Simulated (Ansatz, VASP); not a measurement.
Two plane-wave programs on GaAs

Contents of INCAR:

```
SYSTEM = GaAs
PREC = Accurate
ENCUT = 600
EDIFF = 1E-6
ISMEAR = 0
SIGMA = 0.1
LREAL = .FALSE.
LASPH = .TRUE.
NELM = 100
ALGO = Normal
ISIF = 3
LWAVE = .FALSE.
LCHARG = .FALSE.
GGA = PE
IBRION = 2
NSW = 100
EDIFFG = -0.01
```

Contents of KPOINTS:

```
regular mesh
0
G
  18 18 18
  0 0 0
```

File POSCAR:

```
GaAs
1.0
    0.0000000000      2.6949046509      2.6949046509
    2.6949046509      0.0000000000      2.6949046509
    2.6949046509      2.6949046509      0.0000000000
Ga As
1 1
Direct
    0.0000000000      0.0000000000      0.0000000000
    0.5000000000      0.5000000000      0.5000000000
```

Input for Ansatz:

```yaml
crystal:
  lattice:
    - [0.0, 2.6949046509, 2.6949046509]
    - [2.6949046509, 0.0, 2.6949046509]
    - [2.6949046509, 2.6949046509, 0.0]
  atoms:
    - { symbol: Ga, position: [0.0, 0.0, 0.0] }
    - { symbol: As, position: [0.5, 0.5, 0.5] }
basis:
  ecutwfc: 420
kpoints:
  mp_grid: { grid: [18, 18, 18] }
hamiltonian:
  xc: pbe
scf:
  occupations: { method: gaussian, width: 0.1 }
output:
  forces: true
  stress: true
  eigenvalues: true
relax:
  adjacent_minimum: "off"
  f_tol: 0.01
  max_steps: 80
  cell: { stress_tol: 0.05 }
```

Alike in both runs: task relaxation of cell and atoms; functional PBE; k mesh 18 × 18 × 18; occupations gaussian, width 0.1 eV; no spin polarisation.

|  | VASP | Ansatz |
| --- | --- | --- |
| version | VASP 6.6.1 | Ansatz 0.2.0 |
| potentials or method | VASP PAW PBE potentials, release 64 (Ga_d, As), cutoff 600 eV | scalar-relativistic, plane waves, PAW |
| valence electrons in the cell | 18 | 28 |

```csv
,VASP,Ansatz,Ansatz less VASP
"gap on the k mesh at the Fermi level, each at its own relaxed structure (eV)",none,none,-
relaxed volume (Å³/atom),19.65,19.59,-0.052
relaxed cell length with the largest relative difference (Å),3.816,3.813,-0.0034
```

A gap of «none» marks a metal or a gap that the smearing closes. VASP's potentials hold 18 valence electrons a cell and Ansatz's 28, so a difference there can come from the potentials and not from the codes.
